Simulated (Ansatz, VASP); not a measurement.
## Two plane-wave programs on KI

```
K I
1.0
     0.00000    3.52455    3.52455
     3.52455    0.00000    3.52455
     3.52455    3.52455    0.00000
K I
1 1
Direct
  0.94734 0.05266 0.00000
  0.50000 0.50000 0.50000
```

Change from the starting cell: all K atoms moved +0.263 Å, as atom 1 along Cartesian [1 -1 0].

Alike in both runs: task single point; functional PBEsol; k mesh 6 × 6 × 6; occupations gaussian, width 0.05 eV; no spin polarisation.

```csv
,VASP,Ansatz
version,VASP 6.6.1,Ansatz 0.2.0
potentials or method,"VASP PAW PBE potentials, release 64 (K_sv, I), cutoff 520 eV","scalar-relativistic, plane waves, PAW"
valence electrons in the cell,16,26
```

```tsv
	VASP	Ansatz	Ansatz less VASP
gap on the k mesh at the Fermi level (eV)	3.85	3.85	+0.005
least direct gap on the mesh (eV)	3.85	3.85	+0.005
pressure (GPa)	0.1	0.1	-0.04
traceless stress, the component that is largest in VASP (GPa)	-0.34	-0.33	+0.004
rms of the force components (eV/Å)	0.159	0.157	-0.0023
```

VASP's potentials were made for PBE, not for PBEsol. Atom by atom the forces differ by 0.002 eV/Å (rms over components). VASP's potentials hold 16 valence electrons a cell and Ansatz's 26, so a difference there can come from the potentials and not from the codes.

Neither program's run includes spin-orbit coupling.
